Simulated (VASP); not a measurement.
# CsCu3: single point with PBE

CsCu3:

```
Cs Cu
1.0
     4.88695    0.00000    0.00000
     1.07666    6.51067    0.00000
     0.56301    3.18024    6.29327
Cs Cu
2 6
Direct
  0.97252 0.02805 0.99756
  0.47228 0.52567 0.00247
  0.42626 0.31227 0.52546
  0.59216 0.66598 0.48166
  0.92658 0.33701 0.47492
  0.09189 0.64836 0.51765
  0.25929 0.99615 0.49022
  0.75902 0.98652 0.51007
```

* Program: VASP 6.6.1
* Task: single point
* Functional: PBE
* Potentials or basis: VASP PAW PBE potentials, release 64 (Cs_sv, Cu)
* Cutoff: 600 eV
* k mesh: 4 × 4 × 4
* Occupations: gaussian, width 0.1 eV
* Spin: no spin polarisation
* Dipole correction: no
* Further INCAR settings: ALGO = Normal; EDIFF = 1e-06; NBANDS = 52

The pressure is 0.3 GPa, the largest force is 0.030 eV/Å and the band gap on the k mesh is zero (bands 42 and 43 overlap by 1.28 eV).

Forces in eV/Å, atoms in the order of the input:
```
Cs  -0.002  0.001  0.001
Cs   0.001  0.000 -0.001
Cu   0.003  0.002  0.030
Cu  -0.001 -0.004 -0.020
Cu   0.002  0.003 -0.029
Cu  -0.001 -0.004  0.019
Cu   0.000  0.001 -0.009
Cu  -0.001  0.001  0.009
```

Levels at points of the mesh, in eV from the Fermi level:
```tsv
k point	band 40	band 41	band 42	band 43	band 44	band 45
(0.00, 0.00, 0.00)	-1.67	-1.30	0.20	0.27	0.64	1.05
(0.50, 0.00, 0.00)	-1.93	-0.64	-0.63	0.56	0.57	1.70
(0.00, 0.50, 0.00)	-1.34	0.17	0.27	0.93	0.96	1.18
(0.50, 0.50, 0.00)	-1.90	-1.65	-1.59	0.79	0.98	1.85
(0.00, 0.00, 0.50)	-1.67	-1.66	-1.30	0.80	1.12	1.17
(0.50, 0.00, 0.50)	-1.93	-0.57	-0.57	0.77	0.77	0.91
(0.00, 0.50, 0.50)	-1.34	0.15	0.25	0.93	0.96	1.18
(0.50, 0.50, 0.50)	-1.90	-1.65	-1.59	0.80	0.97	1.87
```

Run time: 23 min on 1 thread of AMD EPYC 7R13 (shared host), peak memory 0.53 GiB.

Caveat: spin-orbit coupling is left out, which moves the levels of the heavy elements.
